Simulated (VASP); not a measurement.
Set up this calculation in VASP 6.6.1, as the native input.

```yaml
Task: single point
Functional: PBE
Potentials_or_basis: VASP PAW PBE potentials, release 64 (Al, H)
Cutoff: 520 eV
k_mesh: 5 × 4 × 1
Occupations: gaussian, width 0.1 eV
Spin: no spin polarisation
Dipole_correction: yes
Further_INCAR_settings: LREAL = Auto; ALGO = Normal; EDIFF = 1e-06; NBANDS = 40
```

The structure of Al8H lies in POSCAR:

```
Al8H
1.0
    5.7143028096      0.0000000000      0.0000000000
    0.0000000000      8.0812445328      0.0000000000
    0.0000000000      0.0000000000     22.2437981863
Al H
16 2
Direct
    0.2500000000      0.2500000000      0.1798254042
    0.2500000000      0.7500000000      0.1798254042
    0.7500000000      0.2500000000      0.1798254042
    0.7500000000      0.7500000000      0.1798254042
    0.0000000000      0.0000000000      0.2440489550
    0.0000000000      0.5000000000      0.2440489550
    0.5000000000      0.0000000000      0.2440489550
    0.5000000000      0.5000000000      0.2440489550
    0.2500000000      0.2500000000      0.3102692916
    0.2500000000      0.7500000000      0.3102692916
    0.7500000000      0.2500000000      0.3102692916
    0.7500000000      0.7500000000      0.3102692916
    0.0000000000      0.0000000000      0.3706110853
    0.0000000000      0.5000000000      0.3706110853
    0.5000000000      0.0000000000      0.3706110853
    0.5000000000      0.5000000000      0.3706110853
    0.7500000000     -0.0568600539      0.4052274756
    0.7500000000      0.0568600539      0.4052274756
```

One way to write it, as run:

INCAR

```
PREC = Accurate
ENCUT = 520
EDIFF = 1E-6
ISMEAR = 0
SIGMA = 0.1
LREAL = Auto
LASPH = True
NELM = 60
ALGO = Normal
ISIF = 2
LWAVE = False
LCHARG = True
LDIPOL = True
IDIPOL = 3
DIPOL = 0.5 0.5 0.291
GGA = PE
LELF = True
LVHAR = True
LVACPOTAV = True
NBANDS = 40
```

KPOINTS

```
Automatic mesh
0
Gamma
  5 4 1
```

Potentials or basis: VASP PAW PBE potentials, release 64 (Al, H).

The run is started by

```sh
$ cat potpaw_PBE.64/Al/POTCAR potpaw_PBE.64/H/POTCAR > POTCAR
$ mpirun -np 1 vasp_std > vasp.out
```

It gave:

```json
{
 "Largest force": "2.863 eV/Å",
 "Band gap on the k mesh": "zero (bands 25 and 26 overlap by 0.57 eV)"
}
```

It took 9.5 min on 1 thread of Intel(R) Xeon(R) 6975P-C (Granite Rapids) (shared host), peak memory 0.89 GiB.
